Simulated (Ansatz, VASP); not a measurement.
**One calculation of SnO, two programs**

```
Sn O
1.0
     3.45466    0.00000    0.00000
     0.00000    3.45466    0.00000
     0.00000    0.00000    5.43561
Sn O
2 2
Direct
  0.00000 0.50000 0.25326
  0.50000 0.00000 0.74674
  0.00000 0.00000 0.00000
  0.50000 0.50000 0.00000
```

Alike in both runs: task single point; functional PBEsol; dispersion D3(BJ); k mesh 14 × 14 × 12; occupations gaussian, width 0.15 eV; no spin polarisation.

```csv
,VASP,Ansatz
version,VASP 6.6.1,Ansatz 0.2.0
potentials or method,"VASP PAW PBE potentials, release 64 (Sn_d, O), cutoff 600 eV","scalar-relativistic, plane waves, PAW"
valence electrons in the cell,40,40
```

```tsv
	VASP	Ansatz	Ansatz less VASP
gap on the k mesh at the Fermi level (eV)	none	none	-
pressure (GPa)	3.2	3.0	-0.22
traceless stress, the component that is largest in VASP (GPa)	-21.87	-21.91	-0.045
rms of the force components (eV/Å)	0.922	0.950	+0.0284
```

VASP's potentials were made for PBE, not for PBEsol. Atom by atom the forces differ by 0.028 eV/Å (rms over components). A gap of «none» marks a metal or a gap that the smearing closes.
